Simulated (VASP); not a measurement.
# AlRu (P4/mmm) in VASP: notebook

Runs on AlRu. Level: r2SCAN. Tasks: single point.

All numbers are computed with VASP 6.6.1; they aren't measurements. Logs are shortened: lines on timing, memory, paths and dates and some standing lists are left out, and cuts for length are marked.

## (1) The cell of the first run

Symmetry: P4/mmm, No. 123, tetragonal system. Conventional cell: a = 2.902 Å, b = 2.902 Å, c = 2.992 Å, α = 90.00°, β = 90.00°, γ = 90.00°. Al (site symmetry 4/mmm) has 8 Ru at 2.54 Å and 6 Al at 2.90 to 2.99 Å within 3.4 Å. Ru (site symmetry 4/mmm) has 8 Al at 2.54 Å and 6 Ru at 2.90 to 2.99 Å within 3.4 Å.

## (2) Single point, r2SCAN (strain -0.030 along x and y, +0.000 along z)

Contents of POSCAR:

```
AlRu
1.0
    2.9018520000      0.0000000000      0.0000000000
    0.0000000000      2.9018520000      0.0000000000
    0.0000000000      0.0000000000      2.9916000000
Al Ru
1 1
Direct
    0.0000000000      0.0000000000      0.0000000000
    0.5000000000      0.5000000000      0.5000000000
```

Contents of INCAR.step1:

```
SYSTEM = AlRu
PREC = Accurate
ENCUT = 520
ISMEAR = 0
SIGMA = 0.15
LREAL = .False.
LASPH = .True.
NELM = 100
NBANDS = 16
GGA = PE
ALGO = Normal
EDIFF = 1E-4
LWAVE = .True.
LCHARG = .False.
```

Contents of INCAR.step2:

```
SYSTEM = AlRu
PREC = Accurate
ENCUT = 520
EDIFF = 1E-7
ISMEAR = 0
SIGMA = 0.15
LREAL = .False.
LASPH = .True.
NELM = 100
ALGO = Normal
ISIF = 2
LWAVE = .False.
LCHARG = .False.
METAGGA = R2SCAN
LMIXTAU = .True.
NBANDS = 16
ISTART = 1
```

Contents of KPOINTS:

```
regular mesh
0
Gamma
  16 16 16
  0 0 0
```

Potentials or basis: VASP PAW PBE potentials, release 64 (Al, Ru_pv).

Started as:

```console
$ cat potpaw_PBE.64/Al/POTCAR potpaw_PBE.64/Ru_pv/POTCAR > POTCAR
$ cp INCAR.step1 INCAR
$ mpirun -np 1 vasp_std > vasp.out
$ cp INCAR.step2 INCAR
$ mpirun -np 1 vasp_std > vasp.out
```

OUTCAR:

```text
SYSTEM = AlRu
   PREC = Accurate
   ENCUT = 520
   EDIFF = 1E-7
   ISMEAR = 0
   LREAL = .False.
   LASPH = .True.
   NELM = 100
   ISIF = 2
   METAGGA = R2SCAN
   ISTART = 1

 ion  position               nearest neighbor table
   1  0.000  0.000  0.000-   2 2.54   2 2.54   2 2.54   2 2.54   2 2.54   2 2.54   2 2.54   2 2.54

   2  0.500  0.500  0.500-   1 2.54   1 2.54   1 2.54   1 2.54   1 2.54   1 2.54   1 2.54   1 2.54

  LATTYP: Found a simple tetragonal cell.
 ALAT       =     2.9018520000
 C/A-ratio  =     1.0309278351

  Lattice vectors:

 A1 = (   2.9018520000,   0.0000000000,   0.0000000000)
 A2 = (   0.0000000000,   2.9018520000,   0.0000000000)
 A3 = (   0.0000000000,   0.0000000000,   2.9916000000)

Analysis of symmetry for initial positions (statically):
=====================================================================
 Subroutine PRICEL returns:
 Original cell was already a primitive cell.

 Routine SETGRP: Setting up the symmetry group for a
 simple tetragonal supercell.

 Subroutine GETGRP returns: Found 16 space group operations
 (whereof 16 operations were pure point group operations)
 out of a pool of 16 trial point group operations.

The static configuration has the point symmetry D_4h.

Analysis of symmetry for dynamics (positions and initial velocities):
=====================================================================
 Subroutine PRICEL returns:
 Original cell was already a primitive cell.

 Routine SETGRP: Setting up the symmetry group for a
 simple tetragonal supercell.

 Subroutine GETGRP returns: Found 16 space group operations
 (whereof 16 operations were pure point group operations)
 out of a pool of 16 trial point group operations.

The dynamic configuration has the point symmetry D_4h.

 Subroutine INISYM returns: Found 16 space group operations
 (whereof 16 operations are pure point group operations),
 and found     1 'primitive' translations

----------------------------------------------------------------------------------------

                                     Primitive cell

  volume of cell :      25.1915

  direct lattice vectors                    reciprocal lattice vectors
     2.901852000  0.000000000  0.000000000     0.344607513  0.000000000  0.000000000
     0.000000000  2.901852000  0.000000000     0.000000000  0.344607513  0.000000000
     0.000000000  0.000000000  2.991600000     0.000000000  0.000000000  0.334269287

  length of vectors
     2.901852000  2.901852000  2.991600000     0.344607513  0.344607513  0.334269287

  position of ions in fractional coordinates (direct lattice)
     0.000000000  0.000000000  0.000000000
     0.500000000  0.500000000  0.500000000

  ion indices of the primitive-cell ions
   primitive index   ion index
                 1           1
                 2           2

----------------------------------------------------------------------------------------

 KPOINTS: regular mesh

Automatic generation of k-mesh.
 Grid dimensions read from file:
 generate k-points for:   16   16   16

 Generating k-lattice:

  Cartesian coordinates                     Fractional coordinates (reciprocal lattice)
     0.021537970  0.000000000  0.000000000     0.062500000  0.000000000  0.000000000
     0.000000000  0.021537970  0.000000000     0.000000000  0.062500000  0.000000000
     0.000000000  0.000000000  0.020891830     0.000000000  0.000000000  0.062500000

  Length of vectors
     0.021537970  0.021537970  0.020891830

  Shift w.r.t. Gamma in fractional coordinates (k-lattice)
     0.000000000  0.000000000  0.000000000

 Subroutine IBZKPT returns following result:
 ===========================================

 Found    405 irreducible k-points:

 Following reciprocal coordinates:
            Coordinates               Weight
  0.000000  0.000000  0.000000      1.000000
  0.062500  0.000000  0.000000      4.000000
  0.125000  0.000000  0.000000      4.000000
  0.187500  0.000000  0.000000      4.000000
  0.250000  0.000000  0.000000      4.000000
  0.312500  0.000000  0.000000      4.000000
[... 16 lines left out ...]
  0.437500  0.125000  0.000000      8.000000
  0.500000  0.125000  0.000000      4.000000
 [... further k-points ...]
   k-points           NKPTS =    405   k-points in BZ     NKDIM =    405   number of bands    NBANDS=     16
   number of dos      NEDOS =    301   number of ions     NIONS =      2
   total plane-waves  NPLWV =  13824
   dimension x,y,z NGX =    24 NGY =   24 NGZ =   24
   dimension x,y,z NGXF=    48 NGYF=   48 NGZF=   48
   ions per type =               1   1
   NGX,Y,Z   is equivalent  to a cutoff of  13.75, 13.75, 13.34 a.u.
   NGXF,Y,Z  is equivalent  to a cutoff of  27.50, 27.50, 26.67 a.u.
 SYSTEM =  AlRu
   PREC   = accura    normal or accurate (medium, high low for compatibility)
   ISTART =      1    job   : 0-new  1-cont  2-samecut
   ICHARG =      0    charge: 1-file 2-atom 10-const
   ISPIN  =      1    spin polarized calculation?
   LNONCOLLINEAR =      F non collinear calculations
   LSORBIT =      F    spin-orbit coupling
   LASPH  =      T    aspherical Exc in radial PAW
   ENCUT  =  520.0 eV  38.22 Ry    6.18 a.u.   5.40  5.40  5.56*2*pi/ulx,y,z
   NELM   =    100;   NELMIN=  2; NELMDL=  0     # of ELM steps
   EDIFF  = 0.1E-06   stopping-criterion for ELM
   LREAL  =      F    real-space projection
   EDIFFG = 0.1E-05   stopping-criterion for IOM
   NSW    =      0    number of steps for IOM
   IBRION =     -1    ionic relax: 0-MD 1-quasi-New 2-CG
   NFREE  =      0    steps in history (QN), initial steepest desc. (CG)
   ISIF   =      2    stress and relaxation
   ISYM   =      2    0-nonsym 1-usesym 2-fastsym
   POTIM  = 0.5000    time-step for ionic-motion
   TEBEG  =    0.0;   TEEND  =   0.0 temperature during run
   PSTRESS=    0.0 pullay stress
   NELECT =      17.0000    total number of electrons
   NUPDOWN=      -1.0000    fix difference up-down
   EMIN   =  10.00;   EMAX   =-10.00  energy-range for DOS
   EFERMI =   0.00;   METHOD = LEGACY
   ISMEAR =     0;   SIGMA  =   0.15  broadening in eV -4-tet -1-fermi 0-gaus
   EFERMI_NEDOS =   21; number of points for ismear=-14 and -15
   IALGO  =     38    algorithm
   IMIX   =      4    mixing-type and parameters
     AMIX     =   0.40;   BMIX     =  1.00
     AMIX_MAG =   1.60;   BMIX_MAG =  1.00
  volume/ion in A,a.u.               =      12.60        85.00
  Fermi-wavevector in a.u.,A,eV,Ry     =   1.435952  2.713555 28.054627  2.061957
  Thomas-Fermi vector in A             =   2.555193
   LORBIT       =      0    0 simple, 1 ext, 2 COOP (PROOUT), +10 PAW based schemes
   METAGGA = R2SCAN    functional components
   LHFCALC =     F    Hartree Fock is set to
   AEXX    =    0.0000 exact exchange contribution
   IVDW    =     0    specifies the selected vdW correction
   LEPSILON=     F    determine dielectric tensor
   LRPA    =     F    only Hartree local field effects (RPA)
 non-spin polarized calculation
 Gauss-broadening in eV      SIGMA  =   0.15
  energy-cutoff  :      520.00
  volume of cell :       25.19
 maximum number of plane-waves:       707
 NGX is ok and might be reduce to    24
   NGX = 11   NGY = 11   NGZ = 11

 number of electron      17.0000003 magnetization

 Free energy of the ion-electron system (eV)
  ---------------------------------------------------
  ext. energy  EPLUGINS =         0.00000000
  ---------------------------------------------------
  free energy    TOTEN  =       -33.55526934 eV

  energy without entropy =      -33.53899179  energy(sigma->0) =      -33.54713056

 E-fermi :  11.4747     XC(G=0): -13.9597

 val. band max:       11.4730047795   @ k =   0.4375   0.0625   0.1250
 cond. band min:      11.4785925353   @ k =   0.4375   0.2500   0.3750
 fundamental gap:      0.0055877557
 Fermi energy:        11.4746508376

 k-point     1 :       0.0000    0.0000    0.0000
  band No.  band energies     occupation
      1     -31.6669      2.00000
      2     -31.6199      2.00000
      3     -31.6199      2.00000
      4       0.9105      2.00000
      5       7.3976      2.00000
      6       7.4149      2.00000
[... 8 lines left out ...]
     15      23.3466      0.00000
     16      29.1962      0.00000

 k-point     2 :       0.0625    0.0000    0.0000
  band No.  band energies     occupation
      1     -31.6658      2.00000
      2     -31.6323      2.00000
      3     -31.6188      2.00000
      4       0.9961      2.00000
      5       7.4326      2.00000
      6       7.4502      2.00000
[... 8 lines left out ...]
     15      23.6199      0.00000
     16      29.4524      0.00000

 k-point     3 :       0.1250    0.0000    0.0000
  band No.  band energies     occupation
      1     -31.6674      2.00000
      2     -31.6626      2.00000
      3     -31.6158      2.00000
      4       1.2491      2.00000
      5       7.5299      2.00000
      6       7.5424      2.00000
[... 8 lines left out ...]
     15      24.3503      0.00000
     16      30.2361      0.00000

 k-point     4 :       0.1875    0.0000    0.0000
  band No.  band energies     occupation
      1     -31.7196      2.00000
      2     -31.6579      2.00000
      3     -31.6113      2.00000
      4       1.6591      2.00000
      5       7.6367      2.00000
      6       7.6791      2.00000
[... 8 lines left out ...]
     15      25.0333      0.00000
     16      30.3256      0.00000
[... 324 lines left out ...]
 k-point    22 :       0.3750    0.1250    0.0000
  band No.  band energies     occupation
      1     -31.8867      2.00000
      2     -31.6416      2.00000
      3     -31.6378      2.00000
      4       3.8954      2.00000
      5       6.9926      2.00000
      6       8.4115      2.00000
[... 8 lines left out ...]
     15      26.1142      0.00000
     16      26.7027      0.00000

 k-point    23 :       0.4375    0.1250    0.0000
  band No.  band energies     occupation
      1     -31.9204      2.00000
      2     -31.6384      2.00000
      3     -31.6347      2.00000
      4       4.6842      2.00000
      5       6.3108      2.00000
      6       8.5623      2.00000
[... 8 lines left out ...]
     15      25.0510      0.00000
     16      25.7021      0.00000

 k-point    24 :       0.5000    0.1250    0.0000
  band No.  band energies     occupation
      1     -31.9322      2.00000
      2     -31.6372      2.00000
      3     -31.6336      2.00000
      4       5.3656      2.00000
      5       5.6596      2.00000
      6       8.6219      2.00000
[... 8 lines left out ...]
     15      24.5547      0.00000
     16      25.1396      0.00000

 [... further k-points ...]

------------------------ aborting loop because EDIFF is reached ----------------------------------------

  FORCE on cell =-STRESS in cart. coord.  units (eV):
  Direction    XX          YY          ZZ          XY          YZ          ZX
  --------------------------------------------------------------------------------------
  -------------------------------------------------------------------------------------
  Total        2.4137780      2.4137780      1.3957884      0.0000000      0.0000000      0.0000000
  in kB      153.5160780    153.5160780     88.7720276      0.0000000      0.0000000      0.0000000
  external PRESSURE =     131.9347279 kB  Pullay stress =       0.0000000 kB

 VOLUME and BASIS-vectors are now :
 -----------------------------------------------------------------------------
  energy-cutoff  :      520.00
  volume of cell :       25.19
      direct lattice vectors                 reciprocal lattice vectors
     2.901852000  0.000000000  0.000000000     0.344607513  0.000000000  0.000000000
     0.000000000  2.901852000  0.000000000     0.000000000  0.344607513  0.000000000
     0.000000000  0.000000000  2.991600000     0.000000000  0.000000000  0.334269287

 POSITION                                       TOTAL-FORCE (eV/Angst)
 -----------------------------------------------------------------------------------
      0.00000      0.00000      0.00000         0.000000      0.000000      0.000000
      1.45093      1.45093      1.49580         0.000000      0.000000      0.000000
 -----------------------------------------------------------------------------------
    total drift:                                0.000000     -0.000000     -0.000000

  FREE ENERGIE OF THE ION-ELECTRON SYSTEM (eV)
  ---------------------------------------------------
  free  energy   TOTEN  =       -33.5552693358 eV

  energy  without entropy=      -33.5389917918  energy(sigma->0) =      -33.54713056
```

Run time: 18 min. Hardware: 1 thread of AMD EPYC 7R43 (Zen 3), shared host; peak memory 0.23 GiB.

What came out:

```
Free energy            : -33.5553 eV
Pressure               : 13.2 GPa
Band gap on the k mesh : zero (an odd number of electrons rules out a gap without spin polarisation)
```

Caveat: the cell differs from its parent crystal (strain -0.030 along x and y, +0.000 along z); the stress differs along the axes, from 9 to 15 GPa; the PAW data sets were made with another functional, which shifts forces and pressure a little.

[end of part 1 of 2]
